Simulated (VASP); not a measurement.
Crystal: ZrO2.

```
Zr O
1.0
     0.00000    2.54471    2.54471
     2.54471    0.00000    2.54471
     2.54471    2.54471    0.00000
Zr O
1 2
Direct
  0.00000 0.00000 0.00000
  0.25000 0.25000 0.25000
  0.75000 0.75000 0.75000
```

Base run:

| Quantity | Value |
| --- | --- |
| Program | VASP 6.6.1 |
| Functional | r2SCAN |
| Potentials or basis | VASP PAW PBE potentials, release 64 (Zr_sv, O) |
| Cutoff | 660 eV |
| k mesh | 8 × 8 × 8 |
| Occupations | gaussian, width 0.01 eV |
| Spin | no spin polarisation |

Its results: band gap on the k mesh 3.87 eV (least direct gap 4.28 eV); pressure 0.0 GPa.

**Question.** The run is repeated on the same cell with these changes: functional from r2SCAN to PBE; cutoff from 660 eV to 600 eV. What comes out?

**Answer.** Band gap on the k mesh 3.36 eV (least direct gap 3.80 eV); pressure 3.9 GPa.

Caveats: the PAW data sets were made with another functional, which shifts forces and pressure a little (at least some runs); the cell stands under pressure (at least some runs).

A k mesh can miss the band edges.
